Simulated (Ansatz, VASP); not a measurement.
## Two plane-wave programs on GaGe2O4

INCAR

```
SYSTEM = GaGe2O4
  ALGO = Normal
  EDIFF = 1E-6
  EDIFFG = -0.04
  ENCUT = 600
  GGA = PE
  IBRION = 2
  ISIF = 3
  ISMEAR = 0
  LASPH = .True.
  LCHARG = .False.
  LREAL = .False.
  LWAVE = .False.
  NELM = 100
  NSW = 90
  PREC = Accurate
  SIGMA = 0.1
```

File KPOINTS:

```
k-points
0
Gamma
  6 6 6
  0 0 0
```

File POSCAR:

```
GaGe2O4
1.0
   -1.8250063405      1.8250063405      5.9520764975
    1.8250063405     -1.8250063405      5.9520764975
    1.8250063405      1.8250063405     -5.9520764975
Ga Ge O
1 2 4
Direct
    0.0000000000      0.0000000000      0.0000000000
    0.3537700000      0.3537700000      0.0000000000
    0.6462300000      0.6462300000      0.0000000000
    0.5000000000      0.0000000000      0.5000000000
    0.0000000000      0.5000000000      0.5000000000
    0.1533100000      0.1533100000      0.0000000000
    0.8466900000      0.8466900000      0.0000000000
```

Input for Ansatz:

```yaml
crystal:
  lattice:
    - [-1.8250063405, 1.8250063405, 5.9520764975]
    - [1.8250063405, -1.8250063405, 5.9520764975]
    - [1.8250063405, 1.8250063405, -5.9520764975]
  atoms:
    - { symbol: Ga, position: [0.0, 0.0, 0.0] }
    - { symbol: Ge, position: [0.35377, 0.35377, 0.0] }
    - { symbol: Ge, position: [0.64623, 0.64623, 0.0] }
    - { symbol: O, position: [0.5, 0.0, 0.5] }
    - { symbol: O, position: [0.0, 0.5, 0.5] }
    - { symbol: O, position: [0.15331, 0.15331, 0.0] }
    - { symbol: O, position: [0.84669, 0.84669, 0.0] }
basis:
  ecutwfc: 420
kpoints:
  mp_grid: { grid: [6, 6, 6] }
hamiltonian:
  xc: pbe
scf:
  occupations: { method: gaussian, width: 0.1 }
  lower_state_search: "off"
output:
  forces: true
  stress: true
  eigenvalues: true
relax:
  adjacent_minimum: "off"
  f_tol: 0.04
  max_steps: 70
  cell: { stress_tol: 0.4 }
```

Alike in both runs: task relaxation of cell and atoms; functional PBE; k mesh 6 × 6 × 6; occupations gaussian, width 0.1 eV; no spin polarisation.

|  | VASP | Ansatz |
| --- | --- | --- |
| version | VASP 6.6.1 | Ansatz 0.2.0 |
| potentials or method | VASP PAW PBE potentials, release 64 (Ga_d, Ge_d, O), cutoff 600 eV | scalar-relativistic, plane waves, PAW |
| valence electrons in the cell | 65 | 65 |

|  | VASP | Ansatz | Ansatz less VASP |
| --- | --- | --- | --- |
| gap on the k mesh at the Fermi level, each at its own relaxed structure (eV) | none | none | - |
| relaxed volume (Å³/atom) | 12.12 | 12.11 | -0.013 |
| relaxed cell length with the largest relative difference (Å) | 6.041 | 6.050 | +0.0085 |

A gap of «none» marks a metal or a gap that the smearing closes.

The k mesh is coarse, so the values compare programs but aren't converged.
